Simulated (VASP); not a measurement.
# HfO2 (R-3m) in VASP: further runs

Runs on HfO2. Level: PBEsol. Tasks: single point.

All numbers are computed with VASP 6.6.1; they aren't measurements. Logs are shortened: lines on timing, memory, paths and dates and some standing lists are left out, and cuts for length are marked.

## Step 1: The cell of the first run

The structure is trigonal, space group R-3m (No. 166). The conventional cell has a = 3.332 Å, b = 3.332 Å, c = 9.209 Å, α = 90.00°, β = 90.00°, γ = 120.00°. Within 2.7 Å of Hf (site symmetry -3m) lie 8 O at 2.07 to 2.30 Å. Within 2.7 Å of O (site symmetry 3m) lie 4 Hf at 2.07 to 2.30 Å and 6 O at 2.46 Å.

## Step 2: Single point, PBEsol

Contents of INCAR:

```
SYSTEM = HfO2
PREC = Accurate
ENCUT = 520
EDIFF = 1E-6
ISMEAR = 0
SIGMA = 0.05
LREAL = .FALSE.
LASPH = .TRUE.
NELM = 80
ALGO = Normal
ISIF = 2
LWAVE = .FALSE.
LCHARG = .TRUE.
GGA = PS
LELF = .TRUE.
LVHAR = .TRUE.
NBANDS = 18
```

Contents of KPOINTS:

```
Automatic mesh
0
G
  8 8 8
  0 0 0
```

Contents of POSCAR:

```
HfO2
1.0
    0.2013796001      2.5576151713      2.5576151713
    2.5576151713      0.2013796001      2.5576151713
    2.5576151713      2.5576151713      0.2013796001
Hf O
1 2
Direct
    0.0000000000      0.0000000000      0.0000000000
    0.2500000000      0.2500000000      0.2500000000
    0.7500000000      0.7500000000      0.7500000000
```

Potentials or basis: VASP PAW PBE potentials, release 64 (Hf_pv, O).

Launch:

```bash
$ cat potpaw_PBE.64/Hf_pv/POTCAR potpaw_PBE.64/O/POTCAR > POTCAR
$ mpirun -np 1 vasp_std > vasp.out
```

OUTCAR:

```text
SYSTEM = HfO2
   PREC = Accurate
   ENCUT = 520
   EDIFF = 1E-6
   ISMEAR = 0
   LREAL = .FALSE.
   LASPH = .TRUE.
   NELM = 80
   ISIF = 2
   GGA = PS

 ion  position               nearest neighbor table
   1  0.000  0.000  0.000-   3 2.07   3 2.07   3 2.07   2 2.07   2 2.07   2 2.07   3 2.30   2 2.30

   2  0.250  0.250  0.250-   1 2.07   1 2.07   1 2.07   1 2.30
   3  0.750  0.750  0.750-   1 2.07   1 2.07   1 2.07   1 2.30

  LATTYP: Found a trigonal (rhomboedric) cell.
 ALAT       =     3.6226156948
 COS(alpha) =     0.5769488427

  Lattice vectors:

 A1 = (   0.2013796001,   2.5576151713,   2.5576151713)
 A2 = (   2.5576151713,   0.2013796001,   2.5576151713)
 A3 = (   2.5576151713,   2.5576151713,   0.2013796001)

Analysis of symmetry for initial positions (statically):
=====================================================================
 Subroutine PRICEL returns:
 Original cell was already a primitive cell.

 Routine SETGRP: Setting up the symmetry group for a
 trigonal (rhombohedral) supercell.

 Subroutine GETGRP returns: Found 12 space group operations
 (whereof 12 operations were pure point group operations)
 out of a pool of 12 trial point group operations.

The static configuration has the point symmetry D_3d.

Analysis of symmetry for dynamics (positions and initial velocities):
=====================================================================
 Subroutine PRICEL returns:
 Original cell was already a primitive cell.

 Routine SETGRP: Setting up the symmetry group for a
 trigonal (rhombohedral) supercell.

 Subroutine GETGRP returns: Found 12 space group operations
 (whereof 12 operations were pure point group operations)
 out of a pool of 12 trial point group operations.

The dynamic configuration has the point symmetry D_3d.

 Subroutine INISYM returns: Found 12 space group operations
 (whereof 12 operations are pure point group operations),
 and found     1 'primitive' translations

----------------------------------------------------------------------------------------

                                     Primitive cell

  volume of cell :      29.5170

  direct lattice vectors                    reciprocal lattice vectors
     0.201379600  2.557615171  2.557615171    -0.220240594  0.204165188  0.204165188
[... 79 lines left out ...]
   PREC   = accura    normal or accurate (medium, high low for compatibility)
   ISTART =      0    job   : 0-new  1-cont  2-samecut
   ICHARG =      2    charge: 1-file 2-atom 10-const
   ISPIN  =      1    spin polarized calculation?
   LNONCOLLINEAR =      F non collinear calculations
   LSORBIT =      F    spin-orbit coupling
   LASPH  =      T    aspherical Exc in radial PAW
   ENCUT  =  520.0 eV  38.22 Ry    6.18 a.u.   6.74  6.74  6.74*2*pi/ulx,y,z
   NELM   =     80;   NELMIN=  2; NELMDL= -5     # of ELM steps
   EDIFF  = 0.1E-05   stopping-criterion for ELM
   LREAL  =      F    real-space projection
   EDIFFG = 0.1E-04   stopping-criterion for IOM
   NSW    =      0    number of steps for IOM
   IBRION =     -1    ionic relax: 0-MD 1-quasi-New 2-CG
   NFREE  =      0    steps in history (QN), initial steepest desc. (CG)
   ISIF   =      2    stress and relaxation
   ISYM   =      2    0-nonsym 1-usesym 2-fastsym
   POTIM  = 0.5000    time-step for ionic-motion
   TEBEG  =    0.0;   TEEND  =   0.0 temperature during run
   PSTRESS=    0.0 pullay stress
   NELECT =      22.0000    total number of electrons
   NUPDOWN=      -1.0000    fix difference up-down
   EMIN   =  10.00;   EMAX   =-10.00  energy-range for DOS
   EFERMI =   0.00;   METHOD = LEGACY
   ISMEAR =     0;   SIGMA  =   0.05  broadening in eV -4-tet -1-fermi 0-gaus
   EFERMI_NEDOS =   21; number of points for ismear=-14 and -15
   IALGO  =     38    algorithm
   IMIX   =      4    mixing-type and parameters
     AMIX     =   0.40;   BMIX     =  1.00
     AMIX_MAG =   1.60;   BMIX_MAG =  1.00
  volume/ion in A,a.u.               =       9.84        66.40
  Fermi-wavevector in a.u.,A,eV,Ry     =   1.484311  2.804942 29.976083  2.203180
  Thomas-Fermi vector in A             =   2.597864
   LORBIT       =      0    0 simple, 1 ext, 2 COOP (PROOUT), +10 PAW based schemes
   GGA     = PS    functional components
   LHFCALC =     F    Hartree Fock is set to
   AEXX    =    0.0000 exact exchange contribution
   IVDW    =     0    specifies the selected vdW correction
   LEPSILON=     F    determine dielectric tensor
   LRPA    =     F    only Hartree local field effects (RPA)
 non-spin polarized calculation
 Gauss-broadening in eV      SIGMA  =   0.05
  energy-cutoff  :      520.00
  volume of cell :       29.52
 maximum number of plane-waves:       808
   NGX = 13   NGY = 13   NGZ = 13

 number of electron      21.9999998 magnetization

 Free energy of the ion-electron system (eV)
  ---------------------------------------------------
  ext. energy  EPLUGINS =         0.00000000
  ---------------------------------------------------
  free energy    TOTEN  =       -31.27840539 eV

  energy without entropy =      -31.27840539  energy(sigma->0) =      -31.27840539

 E-fermi :   5.1947     XC(G=0): -12.6332

 val. band max:        4.9044680101   @ k =   0.5000   0.5000   0.0000
 cond. band min:       8.9649651251   @ k =   0.5000   0.5000   0.0000
 fundamental gap:      4.0604971150
 Fermi energy:         5.1947249273

 k-point     1 :       0.0000    0.0000    0.0000
  band No.  band energies     occupation
      1     -24.2540      2.00000
      2     -24.1494      2.00000
      3     -24.1494      2.00000
      4     -14.3677      2.00000
      5     -10.7157      2.00000
      6      -1.2925      2.00000
[... 481 lines left out ...]
      5     -11.4997      2.00000
      6      -0.7032      2.00000
[... 10 lines left out ...]
     17      16.3168      0.00000
     18      19.0753      0.00000

 [... further k-points ...]
[... 5 lines left out ...]
  --------------------------------------------------------------------------------------
  -------------------------------------------------------------------------------------
  Total        4.9823049      4.9823049      4.9823049     -1.6140600     -1.6140600     -1.6140600
  in kB      270.4385917    270.4385917    270.4385917    -87.6108790    -87.6108790    -87.6108790
  external PRESSURE =     270.4385917 kB  Pullay stress =       0.0000000 kB

 VOLUME and BASIS-vectors are now :
 -----------------------------------------------------------------------------
  energy-cutoff  :      520.00
  volume of cell :       29.52
      direct lattice vectors                 reciprocal lattice vectors
     0.201379600  2.557615171  2.557615171    -0.220240594  0.204165188  0.204165188
     2.557615171  0.201379600  2.557615171     0.204165188 -0.220240594  0.204165188
     2.557615171  2.557615171  0.201379600     0.204165188  0.204165188 -0.220240594

 POSITION                                       TOTAL-FORCE (eV/Angst)
 -----------------------------------------------------------------------------------
      0.00000      0.00000      0.00000        -0.000000     -0.000000      0.000000
      1.32915      1.32915      1.32915        -0.684549     -0.684549     -0.684549
      3.98746      3.98746      3.98746         0.684549      0.684549      0.684549
 -----------------------------------------------------------------------------------
    total drift:                                0.000000      0.000000      0.000000

  FREE ENERGIE OF THE ION-ELECTRON SYSTEM (eV)
  ---------------------------------------------------
  free  energy   TOTEN  =       -31.2784053901 eV

  energy  without entropy=      -31.2784053901  energy(sigma->0) =      -31.27840539
```

stdout:

```text
POSCAR found type information on POSCAR HfO
 POSCAR found :  2 types and       3 ions
 scaLAPACK will be used
 -----------------------------------------------------------------------------
|                                                                             |
|                                                                             |
|     You enforced a specific xc type in the INCAR file but a different       |
|     I HOPE YOU KNOW WHAT YOU ARE DOING!                                     |
|                                                                             |
 -----------------------------------------------------------------------------

 LDA part: xc-table for (Slater+PW92), standard interpolation
 POSCAR, INCAR and KPOINTS ok, starting setup
 FFT: planning ... GRIDC
 FFT: planning ... GRID_SOFT
 FFT: planning ... GRID
 WAVECAR not read
 entering main loop
```

Wall time 15 s (1 thread of Intel Xeon 6975P-C (Granite Rapids), shared host); peak memory 0.17 GiB.

What came out:

```yaml
Free_energy: -31.2784 eV
Pressure: 27.0 GPa
Largest_force: 1.186 eV/Å
Band_gap_on_the_k_mesh: 4.06 eV, direct
```

Forces on the atoms (eV/Å):
```
Hf   0.000  0.000  0.000
O   -0.685 -0.685 -0.685
O    0.685  0.685  0.685
```

Stress tensor (GPa, compression positive):
```
27.04 -8.76 -8.76
-8.76 27.04 -8.76
-8.76 -8.76 27.04
```

Levels at points of the mesh, in eV from the valence-band top:
```
           k point  band 9  band 10  band 11  band 12  band 13  band 14
(0.00, 0.00, 0.00)   -0.67    -0.67    -0.46     4.15     4.15     6.49
(0.50, 0.00, 0.00)   -2.88    -2.07    -1.70     4.83     5.55     8.23
(0.50, 0.50, 0.00)   -2.31    -1.14     0.00     4.06     6.21     6.67
(0.50, 0.50, 0.50)   -2.71    -1.74    -1.74     4.79     4.79     6.54
```

Caveat: the PAW data sets were made with another functional, which shifts forces and pressure a little; spin-orbit coupling is left out, which moves the levels of the heavy elements. A k mesh can miss the band edges.

## Step 3: Single point, PBEsol

This run uses another cell than the first one, of the same volume but with other edges.

Contents of INCAR:

```
PREC = Accurate
ENCUT = 520
EDIFF = 1E-6
ISMEAR = 0
SIGMA = 0.05
LREAL = F
LASPH = T
NELM = 60
ALGO = Normal
ISIF = 2
LWAVE = F
LCHARG = F
GGA = PS
NBANDS = 18
```

Contents of KPOINTS:

```
Automatic mesh
0
Gamma
  8 8 8
```

Contents of POSCAR:

```
HfO2
1.0
   -0.1933857918      2.3601237835      2.3601237835
    2.3601237835     -0.1933857918      2.3601237835
    2.3601237835      2.3601237835     -0.1933857918
Hf O
1 2
Direct
    0.0000000000      0.0000000000      0.0000000000
    0.2500000000      0.2500000000      0.2500000000
    0.7500000000      0.7500000000      0.7500000000
```

Potentials or basis: VASP PAW PBE potentials, release 64 (Hf_pv, O).

Launch:

```bash
$ cat potpaw_PBE.64/Hf_pv/POTCAR potpaw_PBE.64/O/POTCAR > POTCAR
$ mpirun -np 1 vasp_std > vasp.out
```

Wall time 19 s (1 thread of Intel Xeon 6975P-C (Granite Rapids), shared host); peak memory 0.17 GiB.

It converged, with:

* Free energy: -31.1496 eV
* Pressure: 28.8 GPa
* Largest force: 2.561 eV/Å
* Band gap on the k mesh: 4.08 eV, direct

Forces on the atoms (eV/Å):
```
Hf   0.000  0.000  0.000
O    1.478  1.478  1.478
O   -1.478 -1.478 -1.478
```

Stress tensor (GPa, compression positive):
```
28.77 17.65 17.65
17.65 28.77 17.65
17.65 17.65 28.77
```

Levels at points of the mesh, in eV from the valence-band top:
```tsv
k point	band 8	band 9	band 10	band 11	band 12	band 13	band 14	band 15
(0.00, 0.00, 0.00)	-5.84	-0.65	-0.65	-0.57	4.16	4.16	6.44	11.19
(0.50, 0.00, 0.00)	-3.18	-3.06	-2.15	-1.49	4.50	5.45	7.51	9.39
(0.50, 0.50, 0.00)	-3.20	-2.30	-1.26	0.00	4.08	6.24	7.09	8.28
(0.50, 0.50, 0.50)	-3.68	-2.57	-2.10	-2.10	5.39	5.39	9.14	9.22
```

Caveat: the PAW data sets were made with another functional, which shifts forces and pressure a little; spin-orbit coupling is left out, which moves the levels of the heavy elements.

## Step 4: Single point, PBEsol

Contents of INCAR:

```
PREC = Accurate
ENCUT = 520
EDIFF = 1E-6
ISMEAR = 0
SIGMA = 0.05
LREAL = False
LASPH = True
NELM = 80
ALGO = Normal
ISIF = 2
LWAVE = False
LCHARG = False
GGA = PS
NBANDS = 18
```

Contents of KPOINTS:

```
regular mesh
0
Gamma
  8 8 8
```

Contents of POSCAR:

```
HfO2
1.0
    0.1332534865      2.5213088008      2.5213088008
    2.5213088008      0.1332534865      2.5213088008
    2.5213088008      2.5213088008      0.1332534865
Hf O
1 2
Direct
    0.0000000000      0.0000000000      0.0000000000
    0.2500000000      0.2500000000      0.2500000000
    0.7500000000      0.7500000000      0.7500000000
```

Launch:

```bash
$ cat potpaw_PBE.64/Hf_pv/POTCAR potpaw_PBE.64/O/POTCAR > POTCAR
$ mpirun -np 1 vasp_std > vasp.out
```

It took 17 s on 1 thread of Intel Xeon 6975P-C (Granite Rapids), shared host; peak memory 0.17 GiB.

The run converged. Its results:

```yaml
Free_energy: -31.3929 eV
Pressure: 24.3 GPa
Largest_force: 0.902 eV/Å
Band_gap_on_the_k_mesh: 3.99 eV, direct
```

Forces on the atoms (eV/Å):
```
Hf   0.000  0.000  0.000
O   -0.521 -0.521 -0.521
O    0.521  0.521  0.521
```

Stress tensor (GPa, compression positive):
```
24.26 -6.57 -6.57
-6.57 24.26 -6.57
-6.57 -6.57 24.26
```

Levels at points of the mesh, in eV from the valence-band top:
```tsv
k point	band 9	band 10	band 11	band 12	band 13	band 14
(0.00, 0.00, 0.00)	-0.68	-0.68	-0.56	4.06	4.06	6.46
(0.50, 0.00, 0.00)	-2.92	-2.09	-1.80	4.78	5.28	8.21
(0.50, 0.50, 0.00)	-2.12	-1.33	0.00	3.99	6.07	7.06
(0.50, 0.50, 0.50)	-2.88	-1.83	-1.83	4.77	4.77	6.96
```

Caveat: the PAW data sets were made with another functional, which shifts forces and pressure a little; spin-orbit coupling is left out, which moves the levels of the heavy elements. A k mesh can miss the band edges.

## Step 5: Single point, PBEsol

This run uses another cell than the first one, of the same volume but with other edges.

Contents of INCAR:

```
PREC = Accurate
ENCUT = 520
EDIFF = 1E-6
ISMEAR = 0
SIGMA = 0.05
LREAL = False
LASPH = True
NELM = 60
ALGO = Normal
ISIF = 2
LWAVE = False
LCHARG = True
GGA = PS
LELF = True
LVHAR = True
NBANDS = 18
```

KPOINTS is that of step 4.

Contents of POSCAR:

```
HfO2
1.0
   -0.1296694253      2.3898142260      2.3898142260
    2.3898142260     -0.1296694253      2.3898142260
    2.3898142260      2.3898142260     -0.1296694253
Hf O
1 2
Direct
    0.0000000000      0.0000000000      0.0000000000
    0.2500000000      0.2500000000      0.2500000000
    0.7500000000      0.7500000000      0.7500000000
```

Launch:

```bash
$ cat potpaw_PBE.64/Hf_pv/POTCAR potpaw_PBE.64/O/POTCAR > POTCAR
$ mpirun -np 1 vasp_std > vasp.out
```

Run time: 16 s. Hardware: 1 thread of Intel Xeon 6975P-C (Granite Rapids), shared host; peak memory 0.18 GiB.

Results (log left out):

```
Free energy            : -31.3556 eV
Pressure               : 24.8 GPa
Largest force          : 1.498 eV/Å
Band gap on the k mesh : 4.00 eV, direct
```

Forces in eV/Å, atoms in the order of the input:
```
Hf   0.000  0.000  0.000
O    0.865  0.865  0.865
O   -0.865 -0.865 -0.865
```

Stress tensor (GPa, compression positive):
```
24.75 10.40 10.40
10.40 24.75 10.40
10.40 10.40 24.75
```

Levels at points of the mesh, in eV from the valence-band top:
```tsv
k point	band 9	band 10	band 11	band 12	band 13	band 14
(0.00, 0.00, 0.00)	-0.65	-0.65	-0.64	4.07	4.07	6.44
(0.50, 0.00, 0.00)	-3.04	-2.09	-1.67	4.60	5.20	7.63
(0.50, 0.50, 0.00)	-2.11	-1.38	0.00	4.00	6.08	7.28
(0.50, 0.50, 0.50)	-2.74	-2.06	-2.06	5.17	5.17	8.85
```

Caveat: the PAW data sets were made with another functional, which shifts forces and pressure a little; spin-orbit coupling is left out, which moves the levels of the heavy elements. A hybrid or GW would open this gap; PBEsol tends to underestimate it.

## Step 6: Single point, PBEsol

This run uses another cell than the first one, of 10.69 Å³/atom, 1.087 times its volume.

Contents of INCAR:

```
  PREC = Accurate
  ENCUT = 520
  EDIFF = 1E-7
  ISMEAR = 0
  SIGMA = 0.05
  LREAL = F
  LASPH = T
  NELM = 100
  ALGO = Normal
  ISIF = 2
  LWAVE = F
  LCHARG = T
  GGA = PS
  LELF = T
  LVHAR = T
  NBANDS = 18
```

KPOINTS is that of step 5.

Contents of POSCAR:

```
HfO2
1.0
    0.2070577174      2.6297299182      2.6297299182
    2.6297299182      0.2070577174      2.6297299182
    2.6297299182      2.6297299182      0.2070577174
Hf O
1 2
Direct
    0.0000000000      0.0000000000      0.0000000000
    0.2500000000      0.2500000000      0.2500000000
    0.7500000000      0.7500000000      0.7500000000
```

Potentials or basis: VASP PAW PBE potentials, release 64 (Hf_pv, O).

Launch:

```bash
$ cat potpaw_PBE.64/Hf_pv/POTCAR potpaw_PBE.64/O/POTCAR > POTCAR
$ mpirun -np 1 vasp_std > vasp.out
```

Wall time 37 s (1 thread of AMD EPYC 7R43 (Zen 3), shared host); peak memory 0.14 GiB.

Results (log left out):

- Free energy: -31.4871 eV
- Pressure: 0.3 GPa
- Largest force: 0.580 eV/Å
- Band gap on the k mesh: 3.84 eV, direct

Forces in eV/Å, atoms in the order of the input:
```
Hf   0.000  0.000  0.000
O   -0.335 -0.335 -0.335
O    0.335  0.335  0.335
```

Stress tensor (GPa, compression positive):
```
 0.33 -5.20 -5.20
-5.20  0.33 -5.20
-5.20 -5.20  0.33
```

Levels at points of the mesh, in eV from the valence-band top:
```
           k point  band 7  band 8  band 9  band 10  band 11  band 12  band 13  band 14  band 15  band 16
(0.00, 0.00, 0.00)   -5.35   -5.35   -0.64    -0.64    -0.40     3.96     3.96     5.81     9.93    11.08
(0.50, 0.00, 0.00)   -4.28   -3.30   -2.71    -1.94    -1.67     4.55     5.19     7.38     8.93     9.06
(0.50, 0.50, 0.00)   -3.68   -3.13   -2.11    -1.03     0.00     3.84     5.75     6.06     8.45     9.22
(0.50, 0.50, 0.50)   -4.56   -2.93   -2.63    -1.65    -1.65     4.51     4.51     5.96     9.11    10.19
```

Caveat: the PAW data sets were made with another functional, which shifts forces and pressure a little; spin-orbit coupling is left out, which moves the levels of the heavy elements. A k mesh can miss the band edges.

## Step 7: Overview

| cell | gap on the mesh (eV) | pressure (GPa) | largest force (eV/Å) |
| --- | --- | --- | --- |
| a = 3.623 Å, angles 54.8°, 3 atoms | 4.06 | 27.0 | 1.19 |
| a = 3.343 Å, angles 65.4°, 3 atoms | 4.08 | 28.8 | 2.56 |
| a = 3.568 Å, angles 56.5°, 3 atoms | 3.99 | 24.3 | 0.90 |
| a = 3.382 Å, angles 63.6°, 3 atoms | 4.00 | 24.8 | 1.50 |
| a = 3.725 Å, angles 54.8°, 3 atoms | 3.84 | 0.3 | 0.58 |

Alike in all rows: task single point; level PBEsol; potentials or basis VASP PAW PBE potentials, release 64 (Hf_pv, O); no spin polarisation; k mesh 8 × 8 × 8; cutoff (eV) 520; smearing gaussian 0.05 eV.

Caveats: the PAW data sets were made with another functional, which shifts forces and pressure a little; spin-orbit coupling is left out, which moves the levels of the heavy elements.

Absolute energies hang on the potentials; compare differences alone.
